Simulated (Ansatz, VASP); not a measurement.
Two plane-wave programs on Au

```
Au
1.0
     0.00000    2.09664    1.94322
     2.09664    0.00000    1.94322
     2.09664    2.09664    0.00000
Au
1
Direct
  0.00000 0.00000 0.00000
```

Change from the starting cell: strain +0.025 along x and y, -0.050 along z, atoms carried along.

Alike in both runs: task single point; functional r2SCAN; k mesh 20 × 20 × 20; occupations gaussian, width 0.15 eV; no spin polarisation.

```csv
,VASP,Ansatz
version,VASP 6.6.1,Ansatz 0.2.0
potentials or method,"VASP PAW PBE potentials, release 64 (Au), cutoff 520 eV","scalar-relativistic, plane waves, PAW"
valence electrons in the cell,11,19
```

```csv
,VASP,Ansatz,Ansatz less VASP
gap on the k mesh at the Fermi level (eV),none,none,-
pressure (GPa),4.9,4.6,-0.33
"traceless stress, the component that is largest in VASP (GPa)",1.17,1.14,-0.035
```

VASP's potentials were made for PBE, not for r2SCAN. A gap of «none» marks a metal or a gap that the smearing closes. With one functional, cell and mesh, what is left measures potentials, basis and numerics. VASP's potentials hold 11 valence electrons a cell and Ansatz's 19, so a difference there can come from the potentials and not from the codes.

Neither program's run includes spin-orbit coupling.
